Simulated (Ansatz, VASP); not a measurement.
# CaGaF3 in VASP and in Ansatz

INCAR

```
  ALGO = Normal
  EDIFF = 1E-6
  ENCUT = 1350
  GGA = PE
  GGA_COMPAT = F
  ISIF = 2
  ISMEAR = 0
  LASPH = T
  LCHARG = T
  LELF = T
  LREAL = F
  LVHAR = T
  LWAVE = F
  NBANDS = 55
  NELM = 120
  PREC = Accurate
  SIGMA = 0.1
```

KPOINTS

```
k-points
0
Gamma
  4 2 2
```

File POSCAR:

```
CaGaF3
1.0
    0.0000000000      0.0000000000      4.7606191335
    5.8381353226      0.0000000000      0.0000000000
    0.0000000000      5.8381353226      0.0000000000
Ca Ga F
2 2 6
Direct
    0.5000000000      1.0000000000      0.0000000000
    0.5000000000      0.5000000000      0.5000000000
    0.9026889111      0.5000000000      0.0000000000
    0.0973110889      0.0000000000      0.5000000000
    0.0000000000      0.7500000000      0.7500000000
    0.0000000000      0.7500000000      0.2500000000
    0.3294803705      0.5000000000      0.0000000000
    0.0000000000      0.2500000000      0.2500000000
    0.0000000000      0.2500000000      0.7500000000
    0.6705196295      0.0000000000      0.5000000000
```

Input for Ansatz:

```yaml
crystal:
  lattice:
    - [0.0, 0.0, 4.7606191335]
    - [5.8381353226, 0.0, 0.0]
    - [0.0, 5.8381353226, 0.0]
  atoms:
    - { symbol: Ca, position: [0.5, 1.0, 0.0] }
    - { symbol: Ca, position: [0.5, 0.5, 0.5] }
    - { symbol: Ga, position: [0.9026889111, 0.5, 0.0] }
    - { symbol: Ga, position: [0.0973110889, 0.0, 0.5] }
    - { symbol: F, position: [0.0, 0.75, 0.75] }
    - { symbol: F, position: [0.0, 0.75, 0.25] }
    - { symbol: F, position: [0.3294803705, 0.5, 0.0] }
    - { symbol: F, position: [0.0, 0.25, 0.25] }
    - { symbol: F, position: [0.0, 0.25, 0.75] }
    - { symbol: F, position: [0.6705196295, 0.0, 0.5] }
basis:
  ecutwfc: 420
kpoints:
  mp_grid: { grid: [4, 2, 2] }
hamiltonian:
  xc: pbe
scf:
  occupations: { method: gaussian, width: 0.1 }
  lower_state_search: "off"
output:
  forces: true
  stress: true
  eigenvalues: true
```

Alike in both runs: task single point; functional PBE; k mesh 4 × 2 × 2; occupations gaussian, width 0.1 eV; no spin polarisation.

```csv
,VASP,Ansatz
version,VASP 6.6.1,Ansatz 0.2.0
potentials or method,"VASP PAW PBE potentials, release 64 (Ca_sv, Ga_d, F_h), cutoff 1350 eV","scalar-relativistic, plane waves, PAW"
valence electrons in the cell,88,88
```

|  | VASP | Ansatz | Ansatz less VASP |
| --- | --- | --- | --- |
| gap on the k mesh at the Fermi level (eV) | 0.77 | 0.78 | +0.003 |
| least direct gap on the mesh (eV) | 0.89 | 0.89 | 0.000 |
| pressure (GPa) | -0.1 | 0.0 | +0.06 |
| traceless stress, the component that is largest in VASP (GPa) | 0.02 | 0.05 | +0.031 |
| rms of the force components (eV/Å) | 0.022 | 0.008 | -0.0145 |

Atom by atom the forces differ by 0.024 eV/Å (rms over components). The functional is the same, so the differences come from potentials, cutoffs and numerics.

The k mesh is coarse, so the values compare programs but aren't converged.
